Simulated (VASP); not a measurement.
# Ge3Sb4 (I4/mmm) in VASP: single point with PBE

Aim: the single point of Ge3Sb4 with PBE.

All numbers are computed with VASP 6.6.1; they aren't measurements. Logs are shortened: lines on timing, memory, paths and dates and some standing lists are left out, and cuts for length are marked.

**1. The cell of the first run**

Symmetry: I4/mmm, No. 139, tetragonal system. The conventional cell has a = 5.769 Å, b = 5.769 Å, c = 11.299 Å, α = 90.00°, β = 90.00°, γ = 90.00°. Ge (site symmetry -4m2) has 6 Sb at 2.82 to 2.89 Å within 3.7 Å. Within 3.8 Å of Ge (site symmetry 4/mmm) lie 6 Sb at 2.87 to 2.88 Å. Within 3.7 Å of Sb (site symmetry mmm) lie 4 Ge at 2.82 to 2.88 Å. Sb (site symmetry 4mm) has 5 Ge at 2.87 to 2.89 Å within 3.8 Å.

**2. Single point, PBE (atoms taken out)**

The input, INCAR:

```
SYSTEM = Ge3Sb4
  ALGO = Normal
  EDIFF = 1E-6
  ENCUT = 520
  GGA = PE
  ISIF = 2
  ISMEAR = 0
  LASPH = .True.
  LCHARG = .False.
  LREAL = .False.
  LWAVE = .False.
  NBANDS = 40
  NELM = 100
  PREC = Accurate
  SIGMA = 0.1
```

The input, KPOINTS:

```
k-points
0
Gamma
  10 10 10
  0 0 0
```

The input, POSCAR:

```
Ge3Sb4
1.0
   -2.8847486941      2.8847486941      5.6494716550
    2.8847486941     -2.8847486941      5.6494716550
    2.8847486941      2.8847486941     -5.6494716550
Ge Sb
3 4
Direct
    0.7500000000      0.2500000000      0.5000000000
    0.0000000000      0.0000000000      0.0000000000
    0.2500000000      0.7500000000      0.5000000000
    0.5000000000      0.0000000000      0.5000000000
    0.7457648281      0.7457648281      0.0000000000
    0.0000000000      0.5000000000      0.5000000000
    0.2542351719      0.2542351719      0.0000000000
```

Potentials or basis: VASP PAW PBE potentials, release 64 (Ge_d, Sb).

The run is started by

```console
$ cat potpaw_PBE.64/Ge_d/POTCAR potpaw_PBE.64/Sb/POTCAR > POTCAR
$ mpirun -np 1 vasp_std > vasp.out
```

OUTCAR:

```text
SYSTEM = Ge3Sb4
   EDIFF = 1E-6
   ENCUT = 520
   GGA = PE
   ISIF = 2
   ISMEAR = 0
   LASPH = .True.
   LREAL = .False.
   NELM = 100
   PREC = Accurate

 ion  position               nearest neighbor table
   1  0.750  0.250  0.500-   4 2.82   6 2.82   5 2.89   7 2.89   7 2.89   5 2.89
   2  0.000  0.000  0.000-   5 2.87   7 2.87   6 2.88   4 2.88   6 2.88   4 2.88
   3  0.250  0.750  0.500-   4 2.82   6 2.82   5 2.89   7 2.89   7 2.89   5 2.89
   4  0.500  0.000  0.500-   1 2.82   3 2.82   2 2.88   2 2.88
   5  0.746  0.746  0.000-   2 2.87   1 2.89   3 2.89   1 2.89   3 2.89
   6  0.000  0.500  0.500-   1 2.82   3 2.82   2 2.88   2 2.88
   7  0.254  0.254  0.000-   2 2.87   1 2.89   3 2.89   3 2.89   1 2.89

  LATTYP: Found a body centered tetragonal cell.
 ALAT       =     5.7694973882
 C/A-ratio  =     1.9583930020

  Lattice vectors:

 A1 = (  -2.8847486941,   2.8847486941,   5.6494716550)
 A2 = (   2.8847486941,  -2.8847486941,   5.6494716550)
 A3 = (   2.8847486941,   2.8847486941,  -5.6494716550)

Analysis of symmetry for initial positions (statically):
=====================================================================
 Subroutine PRICEL returns:
 Original cell was already a primitive cell.

 Routine SETGRP: Setting up the symmetry group for a
 body centered tetragonal supercell.

 Subroutine GETGRP returns: Found 16 space group operations
 (whereof 16 operations were pure point group operations)
 out of a pool of 16 trial point group operations.

The static configuration has the point symmetry D_4h.

Analysis of symmetry for dynamics (positions and initial velocities):
=====================================================================
 Subroutine PRICEL returns:
 Original cell was already a primitive cell.

 Routine SETGRP: Setting up the symmetry group for a
 body centered tetragonal supercell.

 Subroutine GETGRP returns: Found 16 space group operations
 (whereof 16 operations were pure point group operations)
 out of a pool of 16 trial point group operations.

The dynamic configuration has the point symmetry D_4h.

 Subroutine INISYM returns: Found 16 space group operations
 (whereof 16 operations are pure point group operations),
 and found     1 'primitive' translations

----------------------------------------------------------------------------------------

[... 105 lines left out ...]
   NSW    =      0    number of steps for IOM
   IBRION =     -1    ionic relax: 0-MD 1-quasi-New 2-CG
   NFREE  =      0    steps in history (QN), initial steepest desc. (CG)
   ISIF   =      2    stress and relaxation
   ISYM   =      2    0-nonsym 1-usesym 2-fastsym
   POTIM  = 0.5000    time-step for ionic-motion
   TEBEG  =    0.0;   TEEND  =   0.0 temperature during run
   PSTRESS=    0.0 pullay stress
   NELECT =      62.0000    total number of electrons
   NUPDOWN=      -1.0000    fix difference up-down
   EMIN   =  10.00;   EMAX   =-10.00  energy-range for DOS
   EFERMI =   0.00;   METHOD = LEGACY
   ISMEAR =     0;   SIGMA  =   0.10  broadening in eV -4-tet -1-fermi 0-gaus
   EFERMI_NEDOS =   21; number of points for ismear=-14 and -15
   IALGO  =     38    algorithm
   IMIX   =      4    mixing-type and parameters
     AMIX     =   0.40;   BMIX     =  1.00
     AMIX_MAG =   1.60;   BMIX_MAG =  1.00
  volume/ion in A,a.u.               =      26.86       181.29
  Fermi-wavevector in a.u.,A,eV,Ry     =   1.130952  2.137189 17.402561  1.279052
  Thomas-Fermi vector in A             =   2.267650
   LORBIT       =      0    0 simple, 1 ext, 2 COOP (PROOUT), +10 PAW based schemes
   GGA     = PE    functional components
   LHFCALC =     F    Hartree Fock is set to
   AEXX    =    0.0000 exact exchange contribution
   IVDW    =     0    specifies the selected vdW correction
   LEPSILON=     F    determine dielectric tensor
   LRPA    =     F    only Hartree local field effects (RPA)
 non-spin polarized calculation
 Gauss-broadening in eV      SIGMA  =   0.10
  energy-cutoff  :      520.00
  volume of cell :      188.05
 maximum number of plane-waves:      5092
 NGX is ok and might be reduce to    54
   NGX = 25   NGY = 25   NGZ = 25

 number of electron      61.9999984 magnetization

 Free energy of the ion-electron system (eV)
  ---------------------------------------------------
  ext. energy  EPLUGINS =         0.00000000
  ---------------------------------------------------
  free energy    TOTEN  =       -28.17970834 eV

  energy without entropy =      -28.15568350  energy(sigma->0) =      -28.16769592

 E-fermi :   6.1233     XC(G=0):  -9.8071

 val. band max:        6.1172178333   @ k =  -0.4000   0.1000  -0.0000
 cond. band min:       6.1282352993   @ k =  -0.2000   0.3000   0.1000
 fundamental gap:      0.0110174659
 Fermi energy:         6.1232838110

 k-point     1 :       0.0000    0.0000    0.0000
  band No.  band energies     occupation
      1     -18.4514      2.00000
      2     -18.4486      2.00000
      3     -18.4458      2.00000
      4     -18.4441      2.00000
      5     -18.4419      2.00000
      6     -18.4359      2.00000
[... 1021 lines left out ...]
     39       9.6750      0.00000
     40       9.8567      0.00000

 [... further k-points ...]

------------------------ aborting loop because EDIFF is reached ----------------------------------------

  FORCE on cell =-STRESS in cart. coord.  units (eV):
  Direction    XX          YY          ZZ          XY          YZ          ZX
  --------------------------------------------------------------------------------------
  -------------------------------------------------------------------------------------
  Total       -0.0411359     -0.0411359     -0.0035713      0.0000000     -0.0000000      0.0000000
  in kB       -0.3504678     -0.3504678     -0.0304265      0.0000000     -0.0000000      0.0000000
  external PRESSURE =      -0.2437874 kB  Pullay stress =       0.0000000 kB

 VOLUME and BASIS-vectors are now :
 -----------------------------------------------------------------------------
  energy-cutoff  :      520.00
  volume of cell :      188.05
      direct lattice vectors                 reciprocal lattice vectors
    -2.884748694  2.884748694  5.649471655     0.000000000  0.173325323  0.088503851
     2.884748694 -2.884748694  5.649471655     0.173325323  0.000000000  0.088503851
     2.884748694  2.884748694 -5.649471655     0.173325323  0.173325323  0.000000000

 POSITION                                       TOTAL-FORCE (eV/Angst)
 -----------------------------------------------------------------------------------
      0.00000      2.88475      2.82474         0.000000      0.000000     -0.000000
      0.00000      0.00000      0.00000         0.000000      0.000000     -0.000000
      2.88475      0.00000      2.82474         0.000000      0.000000     -0.000000
      0.00000      2.88475      0.00000         0.000000      0.000000     -0.000000
      0.00000      0.00000      8.42635        -0.000000     -0.000000      0.002317
      2.88475      0.00000      0.00000         0.000000      0.000000     -0.000000
      0.00000      0.00000      2.87259         0.000000      0.000000     -0.002317
 -----------------------------------------------------------------------------------
    total drift:                                0.000000      0.000000      0.000000

  FREE ENERGIE OF THE ION-ELECTRON SYSTEM (eV)
  ---------------------------------------------------
  free  energy   TOTEN  =       -28.1797083404 eV

  energy  without entropy=      -28.1556834969  energy(sigma->0) =      -28.16769592
```

OSZICAR:

```text
N       E                     dE             d eps       ncg     rms          rms(c)
DAV:   1     0.590931366924E+03    0.59093E+03   -0.27448E+04  9968   0.275E+03
DAV:   2     0.723939667751E+02   -0.51854E+03   -0.49915E+03  8240   0.794E+02
DAV:   3    -0.223108562430E+02   -0.94705E+02   -0.91572E+02  9328   0.184E+02
DAV:   4    -0.281550599504E+02   -0.58442E+01   -0.57676E+01  9696   0.531E+01
DAV:   5    -0.283170006264E+02   -0.16194E+00   -0.16180E+00  9344   0.980E+00    0.484E+00
DAV:   6    -0.281884824786E+02    0.12852E+00   -0.28628E-01 10928   0.246E+00    0.269E+00
DAV:   7    -0.281788184334E+02    0.96640E-02   -0.10277E-01  9504   0.222E+00    0.828E-01
DAV:   8    -0.281794549260E+02   -0.63649E-03   -0.12317E-02  9800   0.893E-01    0.215E-01
DAV:   9    -0.281796355615E+02   -0.18064E-03   -0.14146E-03  9344   0.268E-01    0.799E-02
DAV:  10    -0.281796999943E+02   -0.64433E-04   -0.16338E-04 10296   0.153E-01    0.230E-02
DAV:  11    -0.281797092433E+02   -0.92490E-05   -0.21948E-05  9344   0.600E-02    0.732E-03
DAV:  12    -0.281797083404E+02    0.90292E-06   -0.47679E-06  8632   0.251E-02
   1 F= -.28179708E+02 E0= -.28167696E+02  d E =-.240248E-01
```

Wall time 29 min (1 thread of Intel Xeon 8259CL, shared host); peak memory 0.82 GiB.

What came out:

```
Free energy            : -28.1797 eV
Pressure               : 0.0 GPa
Band gap on the k mesh : zero (bands 31 and 32 overlap by 1.28 eV)
```

Forces on the atoms (eV/Å):
```
Ge   0.000  0.000  0.000
Ge   0.000  0.000  0.000
Ge   0.000  0.000  0.000
Sb   0.000  0.000  0.000
Sb   0.000  0.000  0.002
Sb   0.000  0.000  0.000
Sb   0.000  0.000 -0.002
```

Levels at points of the mesh, in eV from the Fermi level:
| k point | band 29 | band 30 | band 31 | band 32 | band 33 | band 34 |
| --- | --- | --- | --- | --- | --- | --- |
| (0.00, 0.00, 0.00) | -2.35 | -0.25 | 0.72 | 0.72 | 0.72 | 1.58 |
| (0.50, 0.00, 0.00) | -0.73 | -0.65 | -0.64 | 0.50 | 0.74 | 1.11 |
| (0.50, 0.50, 0.00) | 0.22 | 0.23 | 0.48 | 0.58 | 0.64 | 0.91 |
| (0.50, 0.50, 0.50) | -2.12 | -2.12 | -1.18 | 0.04 | 0.04 | 0.31 |

Caveat: the cell differs from its parent crystal (atoms taken out); spin-orbit coupling is left out, which moves the levels of the heavy elements.
